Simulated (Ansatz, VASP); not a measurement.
**CdSe in VASP and in Ansatz**

Contents of INCAR:

```
PREC = Accurate
ENCUT = 520
EDIFF = 1E-6
ISMEAR = 0
SIGMA = 0.1
LREAL = False
LASPH = True
NELM = 80
ALGO = Normal
ISIF = 2
LWAVE = False
LCHARG = True
GGA = RP
LELF = True
LVHAR = True
NBANDS = 16
```

Contents of KPOINTS:

```
regular mesh
0
Gamma
  6 6 6
```

Contents of POSCAR:

```
CdSe
1.0
    0.0000000000      3.0702712000      3.0702712000
    3.0702712000      0.0000000000      3.0702712000
    3.0702712000      3.0702712000      0.0000000000
Cd Se
1 1
Direct
    0.0000000000      0.0000000000      0.0000000000
    0.2500000000      0.2500000000      0.2500000000
```

Input for Ansatz:

```yaml
crystal:
  lattice:
    - [0.0, 3.0702712, 3.0702712]
    - [3.0702712, 0.0, 3.0702712]
    - [3.0702712, 3.0702712, 0.0]
  atoms:
    - { symbol: Cd, position: [0.0, 0.0, 0.0] }
    - { symbol: Se, position: [0.25, 0.25, 0.25] }
basis:
  ecutwfc: 420
kpoints:
  mp_grid: { grid: [6, 6, 6] }
hamiltonian:
  xc: rpbe
  pseudopotentials: { kind: paw, azcp: { folder: soft_1 } }
scf:
  occupations: { method: gaussian, width: 0.1 }
output:
  forces: true
  stress: true
  eigenvalues: true
```

Alike in both runs: task single point; functional RPBE; k mesh 6 × 6 × 6; occupations gaussian, width 0.1 eV; no spin polarisation.

```csv
,VASP,Ansatz
version,VASP 6.6.1,Ansatz 0.2.0
potentials or method,"VASP PAW PBE potentials, release 64 (Cd, Se), cutoff 520 eV","scalar-relativistic, plane waves, PAW"
valence electrons in the cell,18,36
```

VASP gave:

| Quantity | Value |
| --- | --- |
| gap on the k mesh at the Fermi level (eV) | 0.72 |
| least direct gap on the mesh (eV) | 0.72 |
| pressure (GPa) | 3.5 |

Task: Which values does Ansatz return?

Result: gap on the k mesh at the Fermi level (eV): 0.72; least direct gap on the mesh (eV): 0.72; pressure (GPa): 3.2.

VASP's potentials were made for PBE, not for RPBE. The functional is the same, so the differences come from potentials, cutoffs and numerics. VASP's potentials hold 18 valence electrons a cell and Ansatz's 36, so a difference there can come from the potentials and not from the codes.
